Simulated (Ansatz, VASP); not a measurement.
Lu in VASP and in Ansatz

The input INCAR:

```
SYSTEM = Lu
PREC = Accurate
ENCUT = 520
EDIFF = 1E-6
ISMEAR = -1
SIGMA = 0.1
LREAL = .False.
LASPH = .True.
NELM = 100
ALGO = Normal
ISIF = 2
LWAVE = .False.
LCHARG = .True.
GGA = PE
LELF = .True.
LVHAR = .True.
NBANDS = 18
```

File KPOINTS:

```
regular mesh
0
Gamma
  12 12 12
  0 0 0
```

File POSCAR:

```
Lu
1.0
    3.2070821620      0.0000000000      0.0000000000
    0.0000000000      3.2070821620      0.0000000000
    0.0000000000      0.0000000000      3.2070821620
Lu
1
Direct
    0.0000000000      0.0000000000      0.0000000000
```

Input for Ansatz:

```yaml
crystal:
  lattice:
    - [3.207082162, 0.0, 0.0]
    - [0.0, 3.207082162, 0.0]
    - [0.0, 0.0, 3.207082162]
  atoms:
    - { symbol: Lu, position: [0.0, 0.0, 0.0] }
kpoints:
  mp_grid: { grid: [12, 12, 12] }
  band_path:
    path:
      - [0.0, 0.0, 0.0]
      - [0.0, 0.5, 0.0]
      - [0.5, 0.5, 0.0]
      - [0.0, 0.0, 0.0]
      - [0.5, 0.5, 0.5]
      - [0.0, 0.5, 0.0]
      - [0.5, 0.5, 0.5]
      - [0.5, 0.5, 0.0]
    npoints: 14
scf:
  occupations: { method: fermi_dirac, width: 0.1 }
hamiltonian:
  xc: pbe
  pseudopotentials: { kind: all_electron, lapw: { basis_error: 0.001 } }
output:
  forces: true
  stress: true
  eigenvalues: true
  populations: true
  dos: { projected: true, de: 0.2, e_range: [-14, 8] }
```

Alike in both runs: task single point; functional PBE; k mesh 12 × 12 × 12; occupations fermi-dirac, width 0.1 eV; no spin polarisation.

|  | VASP | Ansatz |
| --- | --- | --- |
| version | VASP 6.6.1 | Ansatz 0.2.0 |
| potentials or method | VASP PAW PBE potentials, release 64 (Lu), cutoff 520 eV | all-electron LAPW, scalar-relativistic |

Ansatz gave:

- pressure (GPa): 0.0

**Question.** Estimate VASP's values.

**Answer.** Pressure (GPa): 0.1.

Ansatz ran all-electron here, and VASP with PAW potentials.

Neither program's run includes spin-orbit coupling.
